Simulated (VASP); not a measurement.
# CuO (Cc) in VASP: single point with PBE

Aim: the single point of CuO with PBE.

Program: VASP 6.6.1. These are calculated values, not measurements. Logs are shortened: lines on timing, memory, paths and dates and some standing lists are left out, and cuts for length are marked.

### Step 1. The cell of the first run

It takes space group Cc (No. 9, monoclinic). The conventional cell has a = 4.689 Å, b = 3.427 Å, c = 5.132 Å, α = 90.00°, β = 99.65°, γ = 90.00°. Cu (site symmetry 1) has 4 O at 1.91 to 2.02 Å within 2.5 Å. Within 2.5 Å of O (site symmetry 1) lie 4 Cu at 1.91 to 2.02 Å.

### Step 2. Single point, PBE, collinear spin, zero start

Input file INCAR:

```
ALGO = Normal
EDIFF = 1E-6
ENCUT = 820
GGA = PE
GGA_COMPAT = F
ISIF = 2
ISMEAR = -1
ISPIN = 2
LASPH = T
LCHARG = F
LMAXMIX = 4
LORBIT = 11
LREAL = F
LWAVE = F
MAGMOM = 0 0 0 0
NBANDS = 37
NELM = 200
NUPDOWN = 0.0
PREC = Accurate
SIGMA = 0.03
```

Input file KPOINTS:

```
k-points
0
Gamma
  7 7 4
```

Input file POSCAR:

```
CuO
1.0
    2.3446500000     -1.7134000000      0.0000000000
    2.3446500000      1.7134000000      0.0000000000
   -0.8605500000      0.0000000000      5.0594400000
Cu O
2 2
Direct
    0.0032000000      0.4968000000      0.0000000000
    0.4968000000      0.0032000000      0.5000000000
    0.5714000000      0.4056000000      0.2537000000
    0.4056000000      0.5714000000      0.7537000000
```

Potentials or basis: VASP PAW PBE potentials, release 64 (Cu_sv_GW, O).

Run with:

```sh
cat potpaw_PBE.64/Cu_sv_GW/POTCAR potpaw_PBE.64/O/POTCAR > POTCAR
mpirun -np 1 vasp_std > vasp.out
```

OUTCAR:

```text
EDIFF = 1E-6
   ENCUT = 820
   GGA = PE
   ISIF = 2
   ISMEAR = -1
   ISPIN = 2
   LASPH = T
   LORBIT = 11
   LREAL = F
   NELM = 200
   NUPDOWN = 0.0
   PREC = Accurate

 ion  position               nearest neighbor table
   1  0.003  0.497  0.000-   4 1.91   3 1.93   4 1.98   3 2.02
   2  0.497  0.003  0.500-   3 1.91   4 1.93   3 1.98   4 2.02
   3  0.571  0.406  0.254-   2 1.91   1 1.93   2 1.98   1 2.02
   4  0.406  0.571  0.754-   1 1.91   2 1.93   1 1.98   2 2.02

  LATTYP: Found a base centered monoclinic cell.
 ALAT       =     4.6893000000
 B/A-ratio  =     0.7307700510
 C/A-ratio  =     1.0944283424
 COS(beta)  =    -0.1676798048

  Lattice vectors:

 A1 = (   2.3446500000,  -1.7134000000,   0.0000000000)
 A2 = (   2.3446500000,   1.7134000000,   0.0000000000)
 A3 = (  -0.8605500000,   0.0000000000,   5.0594400000)

Analysis of symmetry for initial positions (statically):
=====================================================================
 Subroutine PRICEL returns:
 Original cell was already a primitive cell.

 Routine SETGRP: Setting up the symmetry group for a
 base centered monoclinic supercell.

 Subroutine GETGRP returns: Found  2 space group operations
 (whereof  1 operations were pure point group operations)
 out of a pool of  4 trial point group operations.

The static configuration has the point symmetry C_1 .
 The point group associated with its full space group is C_1h.

Analysis of symmetry for dynamics (positions and initial velocities):
=====================================================================
 Subroutine PRICEL returns:
 Original cell was already a primitive cell.

 Routine SETGRP: Setting up the symmetry group for a
 base centered monoclinic supercell.

 Subroutine GETGRP returns: Found  2 space group operations
 (whereof  1 operations were pure point group operations)
 out of a pool of  4 trial point group operations.

The dynamic configuration has the point symmetry C_1 .
 The point group associated with its full space group is C_1h.

Analysis of structural, dynamic, and magnetic symmetry:
=====================================================================
 Subroutine PRICEL returns:
 Original cell was already a primitive cell.

 Routine SETGRP: Setting up the symmetry group for a
 base centered monoclinic supercell.

 Subroutine GETGRP returns: Found  2 space group operations
 (whereof  1 operations were pure point group operations)
 out of a pool of  4 trial point group operations.

The overall configuration has the point symmetry C_1 .
 The point group associated with its full space group is C_1h.

 Subroutine INISYM returns: Found  2 space group operations
 (whereof  1 operations are pure point group operations),
 and found     1 'primitive' translations

----------------------------------------------------------------------------------------

                                     Primitive cell

  volume of cell :      40.6508

  direct lattice vectors                    reciprocal lattice vectors
     2.344650000 -1.713400000  0.000000000     0.213251445 -0.291817439  0.036271510
     2.344650000  1.713400000  0.000000000     0.213251445  0.291817439  0.036271510
    -0.860550000  0.000000000  5.059440000     0.000000000  0.000000000  0.197650333

  length of vectors
     2.903984019  2.903984019  5.132102826     0.363248151  0.363248151  0.197650333

  position of ions in fractional coordinates (direct lattice)
     0.003200000  0.496800000  0.000000000
     0.496800000  0.003200000  0.500000000
     0.571400000  0.405600000  0.253700000
     0.405600000  0.571400000  0.753700000

  ion indices of the primitive-cell ions
   primitive index   ion index
                 1           1
                 2           2
                 3           3
                 4           4

----------------------------------------------------------------------------------------

 KPOINTS: k-points

Automatic generation of k-mesh.
 Grid dimensions read from file:
 generate k-points for:    7    7    4

 Generating k-lattice:

  Cartesian coordinates                     Fractional coordinates (reciprocal lattice)
     0.030464492 -0.041688206  0.005181644     0.142857143 -0.000000000  0.000000000
     0.030464492  0.041688206  0.005181644    -0.000000000  0.142857143  0.000000000
     0.000000000  0.000000000  0.049412583     0.000000000  0.000000000  0.250000000

  Length of vectors
     0.051892593  0.051892593  0.049412583

  Shift w.r.t. Gamma in fractional coordinates (k-lattice)
     0.000000000  0.000000000  0.000000000

 Subroutine IBZKPT returns following result:
 ===========================================

 Found     60 irreducible k-points:

 Following reciprocal coordinates:
            Coordinates               Weight
  0.000000  0.000000  0.000000      1.000000
  0.142857  0.000000 -0.000000      4.000000
  0.285714  0.000000 -0.000000      4.000000
  0.428571  0.000000  0.000000      4.000000
  0.142857  0.142857 -0.000000      2.000000
  0.285714  0.142857  0.000000      4.000000
[... 16 lines left out ...]
 -0.142857  0.000000  0.250000      4.000000
  0.142857  0.142857  0.250000      2.000000
 [... further k-points ...]
   k-points           NKPTS =     60   k-points in BZ     NKDIM =     60   number of bands    NBANDS=     37
   number of dos      NEDOS =    301   number of ions     NIONS =      4
   total plane-waves  NPLWV =  37632
   dimension x,y,z NGX =    28 NGY =   28 NGZ =   48
   dimension x,y,z NGXF=    56 NGYF=   56 NGZF=   96
   ions per type =               2   2
   NGX,Y,Z   is equivalent  to a cutoff of  16.03, 16.03, 15.55 a.u.
   NGXF,Y,Z  is equivalent  to a cutoff of  32.06, 32.06, 31.10 a.u.
 SYSTEM =  unknown system
   PREC   = accura    normal or accurate (medium, high low for compatibility)
   ISTART =      0    job   : 0-new  1-cont  2-samecut
   ICHARG =      2    charge: 1-file 2-atom 10-const
   ISPIN  =      2    spin polarized calculation?
   LNONCOLLINEAR =      F non collinear calculations
   LSORBIT =      F    spin-orbit coupling
   LASPH  =      T    aspherical Exc in radial PAW
   ENCUT  =  820.0 eV  60.27 Ry    7.76 a.u.   6.78  6.78 11.98*2*pi/ulx,y,z
   NELM   =    200;   NELMIN=  2; NELMDL= -5     # of ELM steps
   EDIFF  = 0.1E-05   stopping-criterion for ELM
   LREAL  =      F    real-space projection
   EDIFFG = 0.1E-04   stopping-criterion for IOM
   NSW    =      0    number of steps for IOM
   IBRION =     -1    ionic relax: 0-MD 1-quasi-New 2-CG
   NFREE  =      0    steps in history (QN), initial steepest desc. (CG)
   ISIF   =      2    stress and relaxation
   ISYM   =      2    0-nonsym 1-usesym 2-fastsym
   POTIM  = 0.5000    time-step for ionic-motion
   TEBEG  =    0.0;   TEEND  =   0.0 temperature during run
   PSTRESS=    0.0 pullay stress
   NELECT =      50.0000    total number of electrons
   NUPDOWN=       0.0000    fix difference up-down
   EMIN   =  10.00;   EMAX   =-10.00  energy-range for DOS
   EFERMI =   0.00;   METHOD = LEGACY
   ISMEAR =    -1;   SIGMA  =   0.03  broadening in eV -4-tet -1-fermi 0-gaus
   EFERMI_NEDOS =   21; number of points for ismear=-14 and -15
   IALGO  =     38    algorithm
   IMIX   =      4    mixing-type and parameters
     AMIX     =   0.40;   BMIX     =  1.00
     AMIX_MAG =   1.60;   BMIX_MAG =  1.00
  volume/ion in A,a.u.               =      10.16        68.58
  Fermi-wavevector in a.u.,A,eV,Ry     =   1.754049  3.314672 41.860887  3.076688
  Thomas-Fermi vector in A             =   2.824066
   LORBIT       =     11    0 simple, 1 ext, 2 COOP (PROOUT), +10 PAW based schemes
   GGA     = PE    functional components
   LHFCALC =     F    Hartree Fock is set to
   AEXX    =    0.0000 exact exchange contribution
   IVDW    =     0    specifies the selected vdW correction
   LEPSILON=     F    determine dielectric tensor
   LRPA    =     F    only Hartree local field effects (RPA)
 spin polarized calculation
  energy-cutoff  :      820.00
  volume of cell :       40.65
 maximum number of plane-waves:      2180
   NGX = 13   NGY = 13   NGZ = 23

 number of electron      49.9999991 magnetization       0.0000000

 number of electron      49.9999991 magnetization      -0.0000000

 Free energy of the ion-electron system (eV)
  ---------------------------------------------------
  ext. energy  EPLUGINS =         0.00000000
  ---------------------------------------------------
  free energy    TOTEN  =       -19.65164960 eV

  energy without entropy =      -19.64423368  energy(sigma->0) =      -19.64794164

 E-fermi :   5.7149     XC(G=0): -12.2686

 val. band max:        5.6963253087   @ k =   0.4286   0.2857   0.5000
 cond. band min:       5.7383694606   @ k =  -0.1429   0.0000   0.2500
 fundamental gap:      0.0420441519
 Fermi energy:         5.7149094893

 spin component 1

 k-point     1 :       0.0000    0.0000    0.0000
  band No.  band energies     occupation
      1    -106.8845      1.00000
      2    -106.8840      1.00000
      3     -64.4139      1.00000
      4     -64.4137      1.00000
      5     -64.3831      1.00000
      6     -64.3745      1.00000
[... 949 lines left out ...]
     36      23.9928      0.00000
     37      25.8456      0.00000

 [... further k-points ...]

 spin component 2

 k-point     1 :       0.0000    0.0000    0.0000
  band No.  band energies     occupation
      1    -106.8845      1.00000
      2    -106.8840      1.00000
      3     -64.4139      1.00000
      4     -64.4137      1.00000
      5     -64.3831      1.00000
      6     -64.3745      1.00000
[... 949 lines left out ...]
     36      23.9928      0.00000
     37      25.8458      0.00000

 [... further k-points ...]

------------------------ aborting loop because EDIFF is reached ----------------------------------------

  FORCE on cell =-STRESS in cart. coord.  units (eV):
  Direction    XX          YY          ZZ          XY          YZ          ZX
  --------------------------------------------------------------------------------------
  -------------------------------------------------------------------------------------
  Total        1.1983861      1.4845569      1.0678962      0.0000000      0.0000000     -0.4274268
  in kB       47.2321924     58.5110926     42.0891717      0.0000000      0.0000000    -16.8462431
  external PRESSURE =      49.2774856 kB  Pullay stress =       0.0000000 kB

 VOLUME and BASIS-vectors are now :
 -----------------------------------------------------------------------------
  energy-cutoff  :      820.00
  volume of cell :       40.65
      direct lattice vectors                 reciprocal lattice vectors
     2.344650000 -1.713400000  0.000000000     0.213251445 -0.291817439  0.036271510
     2.344650000  1.713400000  0.000000000     0.213251445  0.291817439  0.036271510
    -0.860550000  0.000000000  5.059440000     0.000000000  0.000000000  0.197650333

 POSITION                                       TOTAL-FORCE (eV/Angst)
 -----------------------------------------------------------------------------------
      1.17233      0.84573      0.00000        -0.627679      0.354717      0.245832
      0.74205     -0.84573      2.52972        -0.627679     -0.354717      0.245832
      2.07240     -0.28408      1.28358         0.627679      0.323525     -0.245832
      1.64213      0.28408      3.81330         0.627679     -0.323525     -0.245832
 -----------------------------------------------------------------------------------
    total drift:                                0.000021      0.000000      0.000285

  FREE ENERGIE OF THE ION-ELECTRON SYSTEM (eV)
  ---------------------------------------------------
  free  energy   TOTEN  =       -19.6516496015 eV

  energy  without entropy=      -19.6442336788  energy(sigma->0) =      -19.64794164

 total charge

# of ion       s       p       d       f       tot
--------------------------------------------------
    1        2.241   6.364   8.864   0.013  17.482
    2        2.241   6.364   8.864   0.013  17.482
    3        1.573   3.388   0.000   0.000   4.961
    4        1.573   3.388   0.000   0.000   4.961
--------------------------------------------------
tot          7.629  19.503  17.728   0.026  44.885

 magnetization (x)

# of ion       s       p       d       f       tot
--------------------------------------------------
    1       -0.000  -0.000   0.000   0.000  -0.000
    2       -0.000  -0.000   0.000   0.000  -0.000
    3        0.000   0.000   0.000   0.000   0.000
    4        0.000   0.000   0.000   0.000   0.000
--------------------------------------------------
tot         -0.000  -0.000   0.000   0.000  -0.000
```

It took 6.8 min on 1 thread of Intel Xeon Platinum 8259CL at 2.50GHz (Skylake/Cascade Lake), shared host; peak memory 0.41 GiB.

What came out:

```
Free energy                                           : -19.6516 eV
Pressure                                              : 4.9 GPa
Largest force                                         : 0.762 eV/Å
Net moment                                            : 0.00 μB per cell
Valence electrons inside the program's atomic spheres : Cu 17.48; O 4.96
```

Forces in eV/Å, atoms in the order of the input:
```
Cu  -0.628  0.355  0.246
Cu  -0.628 -0.355  0.246
O    0.628  0.324 -0.246
O    0.628 -0.324 -0.246
```

Stress tensor (GPa, compression positive):
```
 4.72  0.00 -1.68
 0.00  5.85  0.00
-1.68  0.00  4.21
```

Caveat: the cell stands under pressure; the total moment is fixed, so each spin has its own Fermi level.
